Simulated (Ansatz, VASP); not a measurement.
One calculation of Ba, two programs

The input INCAR:

```
  PREC = Accurate
  ENCUT = 520
  EDIFF = 1E-6
  ISMEAR = 0
  SIGMA = 0.15
  LREAL = F
  LASPH = T
  NELM = 60
  ALGO = Normal
  ISIF = 2
  LWAVE = F
  LCHARG = F
  GGA = CA
  NBANDS = 11
```

Contents of KPOINTS:

```
Automatic mesh
0
Gamma
  12 12 12
```

File POSCAR:

```
Ba
1.0
    3.8589517774      0.0000000000      0.0000000000
    0.0000000000      3.8589517774      0.0000000000
    0.0000000000      0.0000000000      3.8001860143
Ba
1
Direct
    0.0000000000      0.0000000000      0.0000000000
```

Input for Ansatz:

```yaml
crystal:
  lattice:
    - [3.8589517774, 0.0, 0.0]
    - [0.0, 3.8589517774, 0.0]
    - [0.0, 0.0, 3.8001860143]
  atoms:
    - { symbol: Ba, position: [0.0, 0.0, 0.0] }
basis:
  ecutwfc: 420
kpoints:
  mp_grid: { grid: [12, 12, 12] }
hamiltonian:
  xc: lda
scf:
  occupations: { method: gaussian, width: 0.15 }
output:
  forces: true
  stress: true
  eigenvalues: true
```

Change from the starting cell: strain -0.015 along x and y, -0.030 along z, atoms carried along.

Alike in both runs: task single point; functional LDA; k mesh 12 × 12 × 12; occupations gaussian, width 0.15 eV; no spin polarisation.

|  | VASP | Ansatz |
| --- | --- | --- |
| version | VASP 6.6.1 | Ansatz 0.2.0 |
| potentials or method | VASP PAW LDA potentials, release 64 (Ba_sv), cutoff 520 eV | scalar-relativistic, plane waves, PAW |
| valence electrons in the cell | 10 | 10 |

|  | VASP | Ansatz | Ansatz less VASP |
| --- | --- | --- | --- |
| gap on the k mesh at the Fermi level (eV) | none | none | - |
| pressure (GPa) | -0.7 | -0.8 | -0.15 |
| traceless stress, the component that is largest in VASP (GPa) | 0.31 | 0.30 | -0.014 |

LDA's correlation is that of Perdew and Zunger in VASP and of Perdew and Wang (1992) in Ansatz. A gap of «none» marks a metal or a gap that the smearing closes.

Spin-orbit coupling is off throughout.
